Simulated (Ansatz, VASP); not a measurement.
## Na2GaCl3: VASP beside Ansatz

```xyz
6
Lattice="-2.0534 2.9347 6.2354 2.0534 -2.9347 6.2354 2.0534 2.9347 -6.2354" Properties=species:S:1:pos:R:3 pbc="T T T"
Na    0.0000    0.0000    2.0683
Na    0.0000    0.0000   10.4026
Ga    0.0000    0.0000    6.2354
Cl    2.0534    0.0000    0.0000
Cl    2.0534    0.0000    4.0091
Cl    0.0000    2.9347    2.2263
```

Alike in both runs: functional PBE; k mesh 8 × 8 × 8; no spin polarisation.

Ansatz relaxed the structure, and its values are those at the end. VASP's run is a single point on that final structure, the one shown.

```csv
,VASP,Ansatz
version,VASP 6.6.1,Ansatz 0.2.0
potentials or method,"VASP PAW PBE potentials, release 64 (Na_pv, Ga_d, Cl), cutoff 520 eV","scalar-relativistic, plane waves, PAW"
occupations,"gaussian, width 0.01 eV",fixed
valence electrons in the cell,48,52
```

```tsv
	VASP	Ansatz	Ansatz less VASP
gap on the k mesh at the Fermi level (eV)	3.19	3.18	-0.003
least direct gap on the mesh (eV)	3.25	3.25	-0.003
pressure (GPa)	0.0	0.0	+0.03
```

VASP's potentials hold 48 valence electrons a cell and Ansatz's 52, so a difference there can come from the potentials and not from the codes.
